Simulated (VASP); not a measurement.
Write the native input for VASP 6.6.1 that does the following.

```
Task                   : relaxation of cell and atoms
Functional             : PBE
Potentials or basis    : VASP PAW PBE potentials, release 64 (Na_pv, Be)
Cutoff                 : 600 eV
k mesh                 : 6 × 6 × 6
Occupations            : gaussian, width 0.1 eV
Spin                   : no spin polarisation
Dipole correction      : no
Further INCAR settings : ALGO = Normal; EDIFF = 1e-06; IBRION = 2; EDIFFG = -0.04; NSW = 90; ISIF = 3
```

The structure of NaBe2 lies in POSCAR:

```
NaBe2
1.0
    3.1292961000      0.0000000000      0.0000000000
   -1.5646480500      2.7100499200      0.0000000000
    0.0000000000      0.0000000000      3.4754568700
Na Be
1 2
Direct
    0.0000000000      0.0000000000      0.0000000000
    0.3333333300      0.6666666700      0.5000000000
    0.6666666700      0.3333333300      0.5000000000
```

One way to write it, as run:

INCAR

```
ALGO     = Normal         # electronic algorithm
EDIFF    = 1E-6           # SCF threshold, eV
EDIFFG   = -0.04          # ionic threshold
ENCUT    = 600            # plane-wave cutoff, eV
GGA      = PE             # functional
IBRION   = 2              # ionic algorithm
ISIF     = 3              # what is computed and relaxed
ISMEAR   = 0              # smearing method
LASPH    = True           # aspherical terms in the spheres
LCHARG   = False          # write CHGCAR
LREAL    = False          # projectors in reciprocal space
LWAVE    = False          # write WAVECAR
NELM     = 80             # most SCF steps
NSW      = 90             # ionic steps
PREC     = Accurate       # precision mode
SIGMA    = 0.1            # smearing width, eV
```

KPOINTS

```
k-points
0
Gamma
  6 6 6
```

Potentials or basis: VASP PAW PBE potentials, release 64 (Na_pv, Be).

The run is started by

```console
$ cat potpaw_PBE.64/Na_pv/POTCAR potpaw_PBE.64/Be/POTCAR > POTCAR
$ mpirun -np 1 vasp_std > vasp.out
```

It gave:

```
Relaxed volume                         : 16.65 Å³/atom
Relaxed cell                           : a = 3.937 Å, b = 3.937 Å, c = 3.721 Å, α = 90.00°, β = 90.00°, γ = 120.00°
Space group after relaxing (to 0.05 Å) : P6/mmm (No. 191)
Energy gained by relaxing              : 875.4 meV/atom
Ionic steps                            : 12
Pressure after relaxing                : -0.1 GPa
```

Caveat: the k points lie up to 0.31 Å⁻¹ apart in the final cell; the volume moved by over 15 % at a fixed basis, so the end points are rough.

Wall time 28 s on 1 thread of AMD EPYC 9R45 96-Core Processor (Zen 5), with other jobs on the host, peak memory 0.12 GiB.
